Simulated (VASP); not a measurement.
# C (Fd-3m) in VASP: a series of runs

C is run at these levels: PBEsol; tasks: single point, relaxation of cell and atoms.

Everything below comes from runs of VASP 6.6.1. Logs are shortened: lines on timing, memory, paths and dates and some standing lists are left out, and cuts for length are marked.

## (1) The cell of the first run

It takes space group Fd-3m (No. 227, cubic). The conventional cell has a = 3.567 Å, b = 3.567 Å, c = 3.567 Å, α = 90.00°, β = 90.00°, γ = 90.00°. Within 2.1 Å of C (site symmetry -43m) lie 4 C at 1.54 Å.

## (2) Single point, PBEsol

Contents of INCAR:

```
SYSTEM = C
ALGO = Normal
EDIFF = 1E-6
ENCUT = 600
GGA = PS
GGA_COMPAT = .FALSE.
ISIF = 2
ISMEAR = 0
LASPH = .TRUE.
LCHARG = .FALSE.
LREAL = .FALSE.
LWAVE = .FALSE.
NBANDS = 11
NELM = 120
PREC = Accurate
SIGMA = 0.1
```

Contents of KPOINTS:

```
k-points
0
G
  8 8 8
  0 0 0
```

Contents of POSCAR:

```
C
1.0
    0.0000000000      1.7835000000      1.7835000000
    1.7835000000      0.0000000000      1.7835000000
    1.7835000000      1.7835000000      0.0000000000
C
2
Direct
    0.0000000000      0.0000000000      0.0000000000
    0.2500000000      0.2500000000      0.2500000000
```

Potentials or basis: VASP PAW PBE potentials, release 64 (C).

Run with:

```
> cat potpaw_PBE.64/C/POTCAR > POTCAR
> mpirun -np 1 vasp_std > vasp.out
```

OUTCAR:

```text
SYSTEM = C
   EDIFF = 1E-6
   ENCUT = 600
   GGA = PS
   ISIF = 2
   ISMEAR = 0
   LASPH = .TRUE.
   LREAL = .FALSE.
   NELM = 120
   PREC = Accurate

 ion  position               nearest neighbor table
   1  0.000  0.000  0.000-   2 1.54   2 1.54   2 1.54   2 1.54
   2  0.250  0.250  0.250-   1 1.54   1 1.54   1 1.54   1 1.54

  LATTYP: Found a face centered cubic cell.
 ALAT       =     3.5670000000

  Lattice vectors:

 A1 = (   0.0000000000,   1.7835000000,   1.7835000000)
 A2 = (   1.7835000000,   0.0000000000,   1.7835000000)
 A3 = (   1.7835000000,   1.7835000000,   0.0000000000)

Analysis of symmetry for initial positions (statically):
=====================================================================
 Subroutine PRICEL returns:
 Original cell was already a primitive cell.

 Routine SETGRP: Setting up the symmetry group for a
 face centered cubic supercell.

 Subroutine GETGRP returns: Found 48 space group operations
 (whereof 24 operations were pure point group operations)
 out of a pool of 48 trial point group operations.

The static configuration has the point symmetry T_d .
 The point group associated with its full space group is O_h .

Analysis of symmetry for dynamics (positions and initial velocities):
=====================================================================
 Subroutine PRICEL returns:
 Original cell was already a primitive cell.

 Routine SETGRP: Setting up the symmetry group for a
 face centered cubic supercell.

 Subroutine GETGRP returns: Found 48 space group operations
 (whereof 24 operations were pure point group operations)
 out of a pool of 48 trial point group operations.

The dynamic configuration has the point symmetry T_d .
 The point group associated with its full space group is O_h .

 Subroutine INISYM returns: Found 48 space group operations
 (whereof 24 operations are pure point group operations),
 and found     1 'primitive' translations

----------------------------------------------------------------------------------------

                                     Primitive cell

  volume of cell :      11.3462

  direct lattice vectors                    reciprocal lattice vectors
     0.000000000  1.783500000  1.783500000    -0.280347631  0.280347631  0.280347631
     1.783500000  0.000000000  1.783500000     0.280347631 -0.280347631  0.280347631
     1.783500000  1.783500000  0.000000000     0.280347631  0.280347631 -0.280347631

  length of vectors
     2.522249888  2.522249888  2.522249888     0.485576341  0.485576341  0.485576341

  position of ions in fractional coordinates (direct lattice)
     0.000000000  0.000000000  0.000000000
     0.250000000  0.250000000  0.250000000

  ion indices of the primitive-cell ions
   primitive index   ion index
                 1           1
                 2           2

----------------------------------------------------------------------------------------

 KPOINTS: k-points

Automatic generation of k-mesh.
 Grid dimensions read from file:
 generate k-points for:    8    8    8

 Generating k-lattice:

  Cartesian coordinates                     Fractional coordinates (reciprocal lattice)
    -0.035043454  0.035043454  0.035043454     0.125000000  0.000000000  0.000000000
     0.035043454 -0.035043454  0.035043454     0.000000000  0.125000000  0.000000000
     0.035043454  0.035043454 -0.035043454     0.000000000  0.000000000  0.125000000

  Length of vectors
     0.060697043  0.060697043  0.060697043

  Shift w.r.t. Gamma in fractional coordinates (k-lattice)
     0.000000000  0.000000000  0.000000000

 Subroutine IBZKPT returns following result:
 ===========================================

 Found     29 irreducible k-points:

 Following reciprocal coordinates:
            Coordinates               Weight
  0.000000  0.000000  0.000000      1.000000
  0.125000  0.000000  0.000000      8.000000
  0.250000  0.000000  0.000000      8.000000
  0.375000  0.000000  0.000000      8.000000
  0.500000  0.000000  0.000000      4.000000
  0.125000  0.125000  0.000000      6.000000
[... 16 lines left out ...]
  0.500000  0.250000  0.125000     48.000000
 -0.375000  0.250000  0.125000     24.000000
 [... further k-points ...]
   k-points           NKPTS =     29   k-points in BZ     NKDIM =     29   number of bands    NBANDS=     11
   number of dos      NEDOS =    301   number of ions     NIONS =      2
   total plane-waves  NPLWV =   8000
   dimension x,y,z NGX =    20 NGY =   20 NGZ =   20
   dimension x,y,z NGXF=    40 NGYF=   40 NGZF=   40
   ions per type =               2
   NGX,Y,Z   is equivalent  to a cutoff of  13.18, 13.18, 13.18 a.u.
   NGXF,Y,Z  is equivalent  to a cutoff of  26.36, 26.36, 26.36 a.u.
 SYSTEM =  C
   PREC   = accura    normal or accurate (medium, high low for compatibility)
   ISTART =      0    job   : 0-new  1-cont  2-samecut
   ICHARG =      2    charge: 1-file 2-atom 10-const
   ISPIN  =      1    spin polarized calculation?
   LNONCOLLINEAR =      F non collinear calculations
   LSORBIT =      F    spin-orbit coupling
   LASPH  =      T    aspherical Exc in radial PAW
   ENCUT  =  600.0 eV  44.10 Ry    6.64 a.u.   5.04  5.04  5.04*2*pi/ulx,y,z
   NELM   =    120;   NELMIN=  2; NELMDL= -5     # of ELM steps
   EDIFF  = 0.1E-05   stopping-criterion for ELM
   LREAL  =      F    real-space projection
   EDIFFG = 0.1E-04   stopping-criterion for IOM
   NSW    =      0    number of steps for IOM
   IBRION =     -1    ionic relax: 0-MD 1-quasi-New 2-CG
   NFREE  =      0    steps in history (QN), initial steepest desc. (CG)
   ISIF   =      2    stress and relaxation
   ISYM   =      2    0-nonsym 1-usesym 2-fastsym
   POTIM  = 0.5000    time-step for ionic-motion
   TEBEG  =    0.0;   TEEND  =   0.0 temperature during run
   PSTRESS=    0.0 pullay stress
   NELECT =       8.0000    total number of electrons
   NUPDOWN=      -1.0000    fix difference up-down
   EMIN   =  10.00;   EMAX   =-10.00  energy-range for DOS
   EFERMI =   0.00;   METHOD = LEGACY
   ISMEAR =     0;   SIGMA  =   0.10  broadening in eV -4-tet -1-fermi 0-gaus
   EFERMI_NEDOS =   21; number of points for ismear=-14 and -15
   IALGO  =     38    algorithm
   IMIX   =      4    mixing-type and parameters
     AMIX     =   0.40;   BMIX     =  1.00
     AMIX_MAG =   1.60;   BMIX_MAG =  1.00
  volume/ion in A,a.u.               =       5.67        38.28
  Fermi-wavevector in a.u.,A,eV,Ry     =   1.457097  2.753514 28.886949  2.123131
  Thomas-Fermi vector in A             =   2.573938
   LORBIT       =      0    0 simple, 1 ext, 2 COOP (PROOUT), +10 PAW based schemes
   GGA     = PS    functional components
   LHFCALC =     F    Hartree Fock is set to
   AEXX    =    0.0000 exact exchange contribution
   IVDW    =     0    specifies the selected vdW correction
   LEPSILON=     F    determine dielectric tensor
   LRPA    =     F    only Hartree local field effects (RPA)
 non-spin polarized calculation
 Gauss-broadening in eV      SIGMA  =   0.10
  energy-cutoff  :      600.00
  volume of cell :       11.35
 maximum number of plane-waves:       392
   NGX =  9   NGY =  9   NGZ =  9

 number of electron       7.9999999 magnetization

 Free energy of the ion-electron system (eV)
  ---------------------------------------------------
  ext. energy  EPLUGINS =         0.00000000
  ---------------------------------------------------
  free energy    TOTEN  =       -19.25228180 eV

  energy without entropy =      -19.25228180  energy(sigma->0) =      -19.25228180

 E-fermi :  10.2729     XC(G=0): -13.4316

 val. band max:        9.7053586800   @ k =   0.0000   0.0000   0.0000
 cond. band min:      13.7097410501   @ k =   0.3750   0.3750   0.0000
 fundamental gap:      4.0043823701
 Fermi energy:        10.2729264431

 k-point     1 :       0.0000    0.0000    0.0000
  band No.  band energies     occupation
      1     -11.8131      2.00000
      2       9.7054      2.00000
      3       9.7054      2.00000
      4       9.7054      2.00000
      5      15.2441      0.00000
      6      15.2441      0.00000
      7      15.2441      0.00000
      8      23.0686      0.00000
      9      28.6605      0.00000
     10      36.1712      0.00000
     11      36.1712      0.00000

 k-point     2 :       0.1250    0.0000    0.0000
  band No.  band energies     occupation
      1     -11.3801      2.00000
      2       7.2758      2.00000
      3       9.0476      2.00000
      4       9.0476      2.00000
      5      16.1071      0.00000
      6      16.1071      0.00000
      7      16.5363      0.00000
      8      23.4124      0.00000
      9      29.3230      0.00000
     10      33.0075      0.00000
     11      33.0075      0.00000

 k-point     3 :       0.2500    0.0000    0.0000
  band No.  band energies     occupation
      1     -10.0933      2.00000
      2       3.0829      2.00000
      3       7.9498      2.00000
      4       7.9498      2.00000
      5      17.4440      0.00000
      6      17.4440      0.00000
      7      17.8171      0.00000
      8      24.2758      0.00000
      9      30.1160      0.00000
     10      31.9212      0.00000
     11      31.9212      0.00000

 k-point     4 :       0.3750    0.0000    0.0000
  band No.  band energies     occupation
      1      -8.0171      2.00000
      2      -1.0167      2.00000
      3       7.1668      2.00000
      4       7.1668      2.00000
      5      18.0230      0.00000
      6      18.0230      0.00000
      7      18.3843      0.00000
      8      25.0048      0.00000
      9      30.6063      0.00000
     10      33.5392      0.00000
     11      33.5392      0.00000

 k-point     5 :       0.5000    0.0000    0.0000
  band No.  band energies     occupation
      1      -5.9837      2.00000
      2      -3.7588      2.00000
      3       6.8942      2.00000
      4       6.8942      2.00000
      5      18.0878      0.00000
      6      18.0878      0.00000
      7      18.5415      0.00000
      8      25.1917      0.00000
      9      31.3430      0.00000
     10      33.6762      0.00000
     11      35.4687      0.00000
[... 211 lines left out ...]
 k-point    21 :       0.5000    0.5000    0.0000
  band No.  band energies     occupation
      1      -3.0698      2.00000
      2      -3.0698      2.00000
      3       3.3686      2.00000
      4       3.3686      2.00000
      5      14.3063      0.00000
      6      14.3063      0.00000
      7      26.4849      0.00000
      8      26.4849      0.00000
      9      32.7728      0.00000
     10      32.7728      0.00000
     11      41.8552      0.00000

 k-point    22 :       0.3750    0.2500    0.1250
  band No.  band energies     occupation
      1      -8.9640      2.00000
      2       3.1901      2.00000
      3       4.1579      2.00000
      4       6.8042      2.00000
      5      16.2017      0.00000
      6      19.6848      0.00000
      7      21.2400      0.00000
      8      21.3397      0.00000
      9      30.2626      0.00000
     10      31.0197      0.00000
     11      35.2097      0.00000

 k-point    23 :       0.5000    0.2500    0.1250
  band No.  band energies     occupation
      1      -6.9279      2.00000
      2      -0.1743      2.00000
      3       3.3945      2.00000
      4       5.5954      2.00000
      5      17.5730      0.00000
      6      19.2560      0.00000
      7      22.0539      0.00000
      8      22.9731      0.00000
      9      29.6612      0.00000
     10      31.8904      0.00000
     11      35.6427      0.00000

 k-point    24 :      -0.3750    0.2500    0.1250
  band No.  band energies     occupation
      1      -4.9720      2.00000
      2      -2.7322      2.00000
      3       3.3672      2.00000
      4       4.9797      2.00000
      5      17.8655      0.00000
      6      19.0992      0.00000
      7      22.7470      0.00000
      8      24.4898      0.00000
      9      27.7946      0.00000
     10      33.4741      0.00000
     11      35.8549      0.00000

 [... further k-points ...]

------------------------ aborting loop because EDIFF is reached ----------------------------------------

  FORCE on cell =-STRESS in cart. coord.  units (eV):
  Direction    XX          YY          ZZ          XY          YZ          ZX
  --------------------------------------------------------------------------------------
  -------------------------------------------------------------------------------------
  Total       -0.3182308     -0.3182308     -0.3182308      0.0000000      0.0000000      0.0000000
  in kB      -44.9369370    -44.9369370    -44.9369370      0.0000000      0.0000000      0.0000000
  external PRESSURE =     -44.9369370 kB  Pullay stress =       0.0000000 kB

 VOLUME and BASIS-vectors are now :
 -----------------------------------------------------------------------------
  energy-cutoff  :      600.00
  volume of cell :       11.35
      direct lattice vectors                 reciprocal lattice vectors
     0.000000000  1.783500000  1.783500000    -0.280347631  0.280347631  0.280347631
     1.783500000  0.000000000  1.783500000     0.280347631 -0.280347631  0.280347631
     1.783500000  1.783500000  0.000000000     0.280347631  0.280347631 -0.280347631

 POSITION                                       TOTAL-FORCE (eV/Angst)
 -----------------------------------------------------------------------------------
      0.00000      0.00000      0.00000        -0.000000     -0.000000     -0.000000
      0.89175      0.89175      0.89175         0.000000      0.000000      0.000000
 -----------------------------------------------------------------------------------
    total drift:                                0.000000      0.000000      0.000000

  FREE ENERGIE OF THE ION-ELECTRON SYSTEM (eV)
  ---------------------------------------------------
  free  energy   TOTEN  =       -19.2522817975 eV

  energy  without entropy=      -19.2522817975  energy(sigma->0) =      -19.25228180
```

It used 4.3 s of CPU time on 1 thread of AMD EPYC 7R13 Processor (Zen 3), on a shared host.

What came out:

```
Free energy            : -19.2523 eV
Pressure               : -4.5 GPa
Band gap on the k mesh : 4.00 eV, indirect (least direct gap 5.54 eV)
```

Caveat: the PAW data sets were made with another functional, which shifts forces and pressure a little. As with any semilocal functional, this PBEsol gap is likely too small.

(Continued in part 2 of 2.)
